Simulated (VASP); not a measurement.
# MoS: single point with PBEsol

The system is MoS.

```
Mo S
1.0
     0.00000    2.44782    2.44782
     2.44782    0.00000    2.44782
     4.89564    4.89564    0.00000
Mo S
2 2
Direct
  0.00000 0.00000 0.00000
  0.00000 0.00000 0.50000
  0.50000 0.50000 0.25000
  0.50000 0.50000 0.75000
```

```
Program                : VASP 6.6.1
Task                   : single point
Functional             : PBEsol
Potentials or basis    : VASP PAW PBE potentials, release 64 (Mo_sv, S)
Cutoff                 : 520 eV
k mesh                 : 14 × 14 × 7
Occupations            : gaussian, width 0.1 eV
Spin                   : collinear spin
Starting moments       : [2.0, -2.0, 0.0, 0.0] μB
Dipole correction      : no
Further INCAR settings : ALGO = Normal; EDIFF = 1e-07; NBANDS = 32
```

The pressure is 0.3 GPa and the band gap on the k mesh is zero (filled and empty bands overlap). The net moment is 0.00 μB per cell and the valence electrons inside the program's atomic spheres are Mo 12.48; S 3.71.

Levels at points of the mesh, in eV from the Fermi level:
Spin up:
```
           k point  band 17  band 18  band 19  band 20  band 21  band 22  band 23  band 24
(0.00, 0.00, 0.00)    -2.57    -2.57    -2.57    -2.12    -2.12     0.03     0.03     0.83
(0.50, 0.00, 0.00)    -4.38    -1.01     0.03     0.03     0.80     0.80     0.83     1.92
```
Spin down:
| k point | band 16 | band 17 | band 18 | band 19 | band 20 | band 21 | band 22 | band 23 | band 24 | band 25 |
| --- | --- | --- | --- | --- | --- | --- | --- | --- | --- | --- |
| (0.00, 0.00, 0.00) | -2.98 | -2.57 | -2.57 | -2.57 | -2.12 | -2.12 | 0.03 | 0.03 | 0.83 | 2.46 |
| (0.50, 0.00, 0.00) | -4.38 | -4.38 | -1.01 | 0.03 | 0.03 | 0.80 | 0.80 | 0.83 | 1.92 | 2.46 |

Run time: 7.4 min on 1 thread of AMD EPYC 9R45 96-Core Processor (Zen 5), with other jobs on the host, peak memory 0.47 GiB.

Caveat: the PAW data sets were made with another functional, which shifts forces and pressure a little.
